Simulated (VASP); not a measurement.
HgTe (Coloradoite), 2 atoms in the cell. Symmetry: F-43m, No. 216, cubic system. Conventional cell: a = 6.175 Å, b = 6.175 Å, c = 6.175 Å, α = 90.00°, β = 90.00°, γ = 90.00°. Within 3.5 Å of Hg (site symmetry -43m) lie 4 Te at 2.67 Å. Te (site symmetry -43m) has 4 Hg at 2.67 Å within 3.5 Å.  This cell differs from its parent crystal: volume scaled by 0.840.

```yaml
Program: VASP 6.6.1
Task: single point
Functional: PBE
Dispersion: D3(BJ)
Potentials_or_basis: VASP PAW PBE potentials, release 64 (Hg, Te)
Cutoff: 520 eV
k_mesh: 10 × 10 × 10
Occupations: gaussian, width 0.05 eV
Spin: no spin polarisation
Dipole_correction: no
Further_INCAR_settings: ALGO = Normal; EDIFF = 1e-07; NBANDS = 16
```

Potentials or basis: VASP PAW PBE potentials, release 64 (Hg, Te).

Command:

```bash
$ cat potpaw_PBE.64/Hg/POTCAR potpaw_PBE.64/Te/POTCAR > POTCAR
$ mpirun -np 1 vasp_std > vasp.out
```

Hardware: 1 thread of Intel(R) Xeon(R) 6975P-C (Granite Rapids), with other jobs on the host.

Q: Estimate the wall time of this run.

A: Run time: 14 s on 1 thread of Intel(R) Xeon(R) 6975P-C (Granite Rapids) (shared host), peak memory 0.21 GiB. Counts: scf iterations 16, k points 47.
